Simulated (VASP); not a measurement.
The system is Hf.

```
Hf
1.0
     3.19670    0.00000    0.00000
    -1.59835    2.76842    0.00000
     0.00000    0.00000    5.05780
Hf
2
Direct
  0.33333 0.66667 0.25000
  0.66667 0.33333 0.75000
```

- Program: VASP 6.6.1
- Task: relaxation of volume and atoms at fixed shape
- Functional: PBEsol
- Potentials or basis: VASP PAW PBE potentials, release 64 (Hf_pv)
- Cutoff: 600 eV
- k mesh: 17 × 17 × 9
- Occupations: gaussian, width 0.05 eV
- Spin: no spin polarisation

At the start: pressure -4.1 GPa; volume 22.38 Å³/atom.

Where does the relaxation end?

Over 3 steps the energy falls by 11.2 meV/atom and the volume is 21.55 Å³/atom (-3.7 %); space group P6_3/mmc (No. 194, to 0.05 Å).

The path:
| step | energy change (eV) | largest force (eV/Å) | pressure (GPa) | volume (Å³) |
| --- | --- | --- | --- | --- |
| 1 | 0.0000 | 0.0000 | -4.12 | 44.76 |
| 2 | 0.0113 | 0.0000 | 5.73 | 41.13 |
| 3 | -0.0223 | 0.0000 | -0.04 | 43.09 |

Final structure:
```yaml
crystal:
  lattice:
    - [3.15649, 0.00000, 0.00000]
    - [-1.57825, 2.73360, 0.00000]
    - [0.00000, 0.00000, 4.99419]
  atoms:
    - { symbol: Hf, position: [0.33333, 0.66667, 0.25000] }
    - { symbol: Hf, position: [0.66667, 0.33333, 0.75000] }
```

Caveat: the PAW data sets were made with another functional, which shifts forces and pressure a little.
